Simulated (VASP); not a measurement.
# Co (P6_3/mmc) in VASP: settings compared, part 2 of 2

VASP 6.6.1. The steps go on from the part before.

**5. Relaxation of cell and atoms, PBEsol, collinear spin, ferromagnetic start, target pressure 10 GPa, at which the enthalpy is minimised**

File INCAR:

```
SYSTEM = Co
  ALGO = Normal
  EDIFF = 1E-6
  EDIFFG = -0.01
  ENCUT = 600
  GGA = PS
  IBRION = 2
  ISIF = 3
  ISMEAR = -1
  ISPIN = 2
  LASPH = .TRUE.
  LCHARG = .FALSE.
  LMAXMIX = 4
  LORBIT = 11
  LREAL = .FALSE.
  LWAVE = .FALSE.
  MAGMOM = 2 2
  NELM = 150
  NSW = 80
  PREC = Accurate
  PSTRESS = 100.0
  SIGMA = 0.05
```

File KPOINTS:

```
k-points
0
G
  12 12 7
  0 0 0
```

File POSCAR:

```
Co
1.0
    2.4719999032      0.0000000000      0.0000000000
   -1.2359999516      2.1408147143      0.0000000000
    0.0000000000      0.0000000000      4.0211440800
Co
2
Direct
    0.6666666667      0.3333333333      0.7500000000
    0.3333333333      0.6666666667      0.2500000000
```

Potentials or basis: VASP PAW PBE potentials, release 64 (Co).

The run is started by

```bash
> cat potpaw_PBE.64/Co/POTCAR > POTCAR
> mpirun -np 1 vasp_std > vasp.out
```

OUTCAR:

```text
SYSTEM = Co
   EDIFF = 1E-6
   EDIFFG = -0.01
   ENCUT = 600
   GGA = PS
   IBRION = 2
   ISIF = 3
   ISMEAR = -1
   ISPIN = 2
   LASPH = .TRUE.
   LORBIT = 11
   LREAL = .FALSE.
   NELM = 150
   NSW = 80
   PREC = Accurate
   PSTRESS = 100.0

 ion  position               nearest neighbor table
   1  0.667  0.333  0.750-   2 2.47   2 2.47   2 2.47   2 2.47   2 2.47   2 2.47
   2  0.333  0.667  0.250-   1 2.47   1 2.47   1 2.47   1 2.47   1 2.47   1 2.47

  LATTYP: Found a hexagonal cell.
 ALAT       =     2.4719999032
 C/A-ratio  =     1.6266764715

  Lattice vectors:

 A1 = (   2.4719999032,   0.0000000000,   0.0000000000)
 A2 = (  -1.2359999516,   2.1408147143,   0.0000000000)
 A3 = (   0.0000000000,   0.0000000000,   4.0211440800)

Analysis of symmetry for initial positions (statically):
=====================================================================
 Subroutine PRICEL returns:
 Original cell was already a primitive cell.

 Routine SETGRP: Setting up the symmetry group for a
 hexagonal supercell.

 Subroutine GETGRP returns: Found 24 space group operations
 (whereof 12 operations were pure point group operations)
 out of a pool of 24 trial point group operations.

The static configuration has the point symmetry D_3d.
 The point group associated with its full space group is D_6h.

Analysis of symmetry for dynamics (positions and initial velocities):
=====================================================================
 Subroutine PRICEL returns:
 Original cell was already a primitive cell.

 Routine SETGRP: Setting up the symmetry group for a
 hexagonal supercell.
[... 373 lines left out ...]

 val. band max:       11.3730360684   @ k =   0.3333   0.0000   0.4286
 cond. band min:      11.3777943126   @ k =   0.3333   0.1667   0.4286
 fundamental gap:      0.0047582442
 Fermi energy:        11.3733553148

 spin component 1

 k-point     1 :       0.0000    0.0000    0.0000
  band No.  band energies     occupation
      1       1.8769      1.00000
      2       5.8079      1.00000
      3       8.6825      1.00000
      4       8.6993      1.00000
      5       8.6993      1.00000
      6       9.0673      1.00000
      7       9.0673      1.00000
      8       9.4676      1.00000
      9       9.4676      1.00000
     10      10.7457      1.00000
     11      10.7457      1.00000
     12      11.2225      0.95332
     13      18.5832      0.00000
     14      34.0221      0.00000
[... 403 lines left out ...]
      4       7.8987      1.00000
      5       8.7539      1.00000
      6       8.7950      1.00000
      7       9.2860      1.00000
      8      10.3280      1.00000
      9      10.3924      1.00000
     10      10.4698      1.00000
     11      10.9294      0.99986
     12      16.1687      0.00000
     13      20.8982      0.00000
     14      22.5531      0.00000
     15      27.8929      0.00000

 [... further k-points ...]

 spin component 2

 k-point     1 :       0.0000    0.0000    0.0000
  band No.  band energies     occupation
      1       1.9494      1.00000
      2       6.7101      1.00000
      3      10.2054      1.00000
      4      10.2082      1.00000
      5      10.2082      1.00000
      6      10.6289      1.00000
      7      10.6289      1.00000
      8      11.1006      0.99574
      9      11.1006      0.99574
     10      11.2607      0.90487
     11      12.4916      0.00000
     12      12.4916      0.00000
     13      19.5732      0.00000
     14      33.8769      0.00000
[... 448 lines left out ...]
  energy  without entropy=      -15.4394111185  energy(sigma->0) =      -15.44599248

  enthalpy is  TOTEN    =       -14.2130938326 eV   P V=        1.2394799997

 reached required accuracy - stopping structural energy minimisation

 total charge

# of ion       s       p       d       tot
------------------------------------------
    1        0.527   0.606   7.327   8.460
    2        0.527   0.606   7.327   8.460
--------------------------------------------------
tot          1.054   1.213  14.654  16.920

 magnetization (x)

# of ion       s       p       d       tot
------------------------------------------
    1       -0.016  -0.051   1.572   1.505
    2       -0.016  -0.051   1.572   1.505
--------------------------------------------------
tot         -0.032  -0.102   3.144   3.010
```

OSZICAR:

```text
N       E                     dE             d eps       ncg     rms          rms(c)
DAV:   1     0.861143852255E+02    0.86114E+02   -0.95656E+03  4648   0.184E+03
DAV:   2    -0.154810193867E+02   -0.10160E+03   -0.94452E+02  4574   0.271E+02
[... 87 lines left out ...]
DAV:   1    -0.154527175147E+02    0.87738E-03   -0.17313E-03  4567   0.790E-01    0.988E-02
DAV:   2    -0.154525995104E+02    0.11800E-03   -0.60193E-04  4938   0.519E-01    0.569E-02
DAV:   3    -0.154525773495E+02    0.22161E-04   -0.61997E-05  4889   0.165E-01    0.269E-02
DAV:   4    -0.154525753864E+02    0.19631E-05   -0.73094E-07  2945   0.121E-02    0.975E-03
DAV:   5    -0.154525739010E+02    0.14854E-05   -0.35406E-07  2294   0.109E-02    0.156E-03
DAV:   6    -0.154525738323E+02    0.68683E-07   -0.19408E-07  2280   0.605E-03
  12 F= -.14213094E+02 E0= -.14206512E+02  d E =-.152140E-04  mag=     3.0111
```

It took 3.2 min on 1 thread of Intel Xeon Platinum 8488C (Sapphire Rapids), shared host; peak memory 0.18 GiB.

Results:

```
Free energy                                            : -15.4526 eV
Relaxed volume                                         : 9.93 Å³/atom
Relaxed cell                                           : a = 2.422 Å, b = 2.422 Å, c = 3.910 Å, α = 90.00°, β = 90.00°, γ = 120.00°
Space group after relaxing (to 0.05 Å)                 : P6_3/mmc (No. 194)
Energy change on relaxing (the enthalpy is what falls) : +4.3 meV/atom
Ionic steps                                            : 12
Pressure after relaxing                                : 10.0 GPa
Net moment                                             : 3.01 μB per cell
Site moments                                           : Co +1.50 μB
Valence electrons inside the program's atomic spheres  : Co 8.46
```

The path:
| step | energy change (eV) | largest force (eV/Å) | pressure (GPa) | volume (Å³) |
| --- | --- | --- | --- | --- |
| 1 | 0.0000 | 0.0000 | -6.67 | 21.28 |
| 2 | 0.3051 | 0.0000 | 45.34 | 18.05 |
| 3 | 0.0061 | 0.0000 | 9.41 | 19.90 |
| 4 | 0.0084 | 0.0000 | 9.88 | 19.86 |
| 5 | 0.0101 | 0.0000 | 10.28 | 19.84 |
| 6 | 0.0097 | 0.0000 | 10.29 | 19.84 |
| 7 | 0.0097 | 0.0000 | 10.32 | 19.84 |
| 8 | 0.0097 | 0.0000 | 10.27 | 19.84 |
| 9 | 0.0097 | 0.0000 | 10.25 | 19.84 |
| 10 | 0.0097 | 0.0000 | 10.23 | 19.84 |
| 11 | 0.0075 | 0.0000 | 9.80 | 19.88 |
| 12 | 0.0085 | 0.0000 | 9.98 | 19.86 |

Final structure:
```
Co
1.0
     2.42180    0.00000    0.00000
    -1.21090    2.09734    0.00000
     0.00000    0.00000    3.90969
Co
2
Cartesian
  1.2109 0.6991 2.9323
  0.0000 1.3982 0.9774
```

Levels at points of the mesh, in eV from the Fermi level:
Spin up:
```tsv
k point	band 8	band 9	band 10	band 11	band 12	band 13
(0.00, 0.00, 0.00)	-1.91	-1.91	-0.63	-0.63	-0.15	7.21
(0.50, 0.00, 0.00)	-0.48	-0.36	-0.31	1.58	3.79	10.40
```
Spin down:
| k point | band 4 | band 5 | band 6 | band 7 | band 8 | band 9 | band 10 | band 11 |
| --- | --- | --- | --- | --- | --- | --- | --- | --- |
| (0.00, 0.00, 0.00) | -1.17 | -1.17 | -0.74 | -0.74 | -0.27 | -0.27 | -0.11 | 1.12 |
| (0.50, 0.00, 0.00) | -2.03 | -1.35 | -1.21 | -0.74 | 1.26 | 1.42 | 1.45 | 2.80 |

Caveat: the cell is relaxed towards a set pressure, so the enthalpy falls and the energy may rise; the PAW data sets were made with another functional, which shifts forces and pressure a little.

**6. Relaxation of cell and atoms, PBEsol, collinear spin, ferromagnetic start, target pressure 20 GPa, at which the enthalpy is minimised**

File INCAR:

```
SYSTEM = Co
ALGO = Normal
EDIFF = 1E-6
EDIFFG = -0.01
ENCUT = 600
GGA = PS
IBRION = 2
ISIF = 3
ISMEAR = -1
ISPIN = 2
LASPH = .TRUE.
LCHARG = .FALSE.
LMAXMIX = 4
LORBIT = 11
LREAL = .FALSE.
LWAVE = .FALSE.
MAGMOM = 2 2
NELM = 150
NSW = 80
PREC = Accurate
PSTRESS = 200.0
SIGMA = 0.05
```

KPOINTS is that of step 5.

POSCAR is that of step 5.

Potentials or basis: VASP PAW PBE potentials, release 64 (Co).

The run is started by

```bash
> cat potpaw_PBE.64/Co/POTCAR > POTCAR
> mpirun -np 1 vasp_std > vasp.out
```

It took 3 min on 1 thread of Intel Xeon Platinum 8488C (Sapphire Rapids), shared host; peak memory 0.18 GiB.

Results (log left out):

| Property | Result |
| --- | --- |
| Free energy | -15.3960 eV |
| Relaxed volume | 9.62 Å³/atom |
| Relaxed cell | a = 2.396 Å, b = 2.396 Å, c = 3.870 Å, α = 90.00°, β = 90.00°, γ = 120.00° |
| Space group after relaxing (to 0.05 Å) | P6_3/mmc (No. 194) |
| Energy change on relaxing (the enthalpy is what falls) | +32.5 meV/atom |
| Ionic steps | 9 |
| Pressure after relaxing | 20.0 GPa |
| Net moment | 2.98 μB per cell |
| Site moments | Co +1.48 μB |
| Valence electrons inside the program's atomic spheres | Co 8.54 |

Step by step:
| step | energy change (eV) | largest force (eV/Å) | pressure (GPa) | volume (Å³) |
| --- | --- | --- | --- | --- |
| 1 | 0.0000 | 0.0000 | -6.67 | 21.28 |
| 2 | 1.0587 | 0.0000 | 95.14 | 16.28 |
| 3 | 0.0506 | 0.0000 | 17.79 | 19.37 |
| 4 | 0.0637 | 0.0000 | 19.80 | 19.26 |
| 5 | 0.0686 | 0.0000 | 20.44 | 19.22 |
| 6 | 0.0603 | 0.0000 | 19.31 | 19.29 |
| 7 | 0.0630 | 0.0000 | 19.69 | 19.26 |
| 8 | 0.0670 | 0.0000 | 20.29 | 19.23 |
| 9 | 0.0651 | 0.0000 | 20.04 | 19.25 |

Final structure:
```
Co
1.0
     2.39634    0.00000    0.00000
    -1.19817    2.07529    0.00000
     0.00000    0.00000    3.87030
Co
2
Direct
  0.66667 0.33333 0.75000
  0.33333 0.66667 0.25000
```

Levels at points of the mesh, in eV from the Fermi level:
Spin up:
| k point | band 8 | band 9 | band 10 | band 11 | band 12 | band 13 |
| --- | --- | --- | --- | --- | --- | --- |
| (0.00, 0.00, 0.00) | -1.91 | -1.91 | -0.58 | -0.58 | -0.16 | 7.52 |
| (0.50, 0.00, 0.00) | -0.42 | -0.29 | -0.24 | 1.69 | 3.98 | 10.68 |
Spin down:
| k point | band 3 | band 4 | band 5 | band 6 | band 7 | band 8 | band 9 | band 10 | band 11 | band 12 |
| --- | --- | --- | --- | --- | --- | --- | --- | --- | --- | --- |
| (0.00, 0.00, 0.00) | -1.24 | -1.23 | -1.23 | -0.79 | -0.79 | -0.30 | -0.30 | -0.11 | 1.16 | 1.16 |
| (0.50, 0.00, 0.00) | -3.89 | -2.08 | -1.42 | -1.28 | -0.79 | 1.31 | 1.48 | 1.51 | 2.90 | 4.93 |

Caveat: the cell is relaxed towards a set pressure, so the enthalpy falls and the energy may rise; the PAW data sets were made with another functional, which shifts forces and pressure a little.

**7. Summary**

| level | cell | gap on the mesh (eV) | pressure (GPa) | moment (μB) |
| --- | --- | --- | --- | --- |
| r2SCAN | relaxed to 30 GPa | none | 30.1 | 3.35 |
| PBEsol | relaxed | none | 0.1 | 3.10 |
| PBEsol | relaxed to 5 GPa | none | 5.1 | 3.05 |
| PBEsol | relaxed to 10 GPa | none | 10.0 | 3.01 |
| PBEsol | relaxed to 20 GPa | none | 20.0 | 2.98 |

Alike in all rows: task relaxation of cell and atoms; potentials or basis VASP PAW PBE potentials, release 64 (Co); spin collinear, ferromagnetic start; k mesh 12 × 12 × 7; cutoff (eV) 600; smearing fermi-dirac 0.05 eV.

Caveats: the PAW data sets were made with another functional, which shifts forces and pressure a little; the cell is relaxed towards a set pressure, so the enthalpy falls and the energy may rise (some runs).

Total energies depend on the potentials used, so only differences within one code and one set of settings carry meaning.
